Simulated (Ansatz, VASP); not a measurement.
# SnO: VASP beside Ansatz

```
CELL_PARAMETERS angstrom
3.84940 0.00000 0.00000
0.00000 3.84940 0.00000
0.00000 0.00000 4.89400
ATOMIC_POSITIONS crystal
Sn 0.50000 0.00000 0.23770
Sn 0.00000 0.50000 0.76230
O 0.00000 0.00000 0.00000
O 0.50000 0.50000 0.00000
```

Alike in both runs: task single point; functional r2SCAN; k mesh 5 × 5 × 4; occupations fermi-dirac, width 0.1 eV; no spin polarisation.

```csv
,VASP,Ansatz
version,VASP 6.6.1,Ansatz 0.2.0
potentials or method,"VASP PAW PBE potentials, release 64 (Sn_d, O), cutoff 520 eV","PAW, plane waves, scalar-relativistic"
valence electrons in the cell,40,40
```

Ansatz gave:

```
pressure (GPa)                                                : -3.1
traceless stress, the component that is largest in VASP (GPa) : 0.58
rms of the force components (eV/Å)                            : 0.234
```

Question: What did VASP give for the same quantities?

Answer: Pressure (GPa): -2.6; traceless stress, the component that is largest in VASP (GPa): 0.54; rms of the force components (eV/Å): 0.180.

VASP's potentials were made for PBE, not for r2SCAN. Atom by atom the forces differ by 0.054 eV/Å (rms over components).
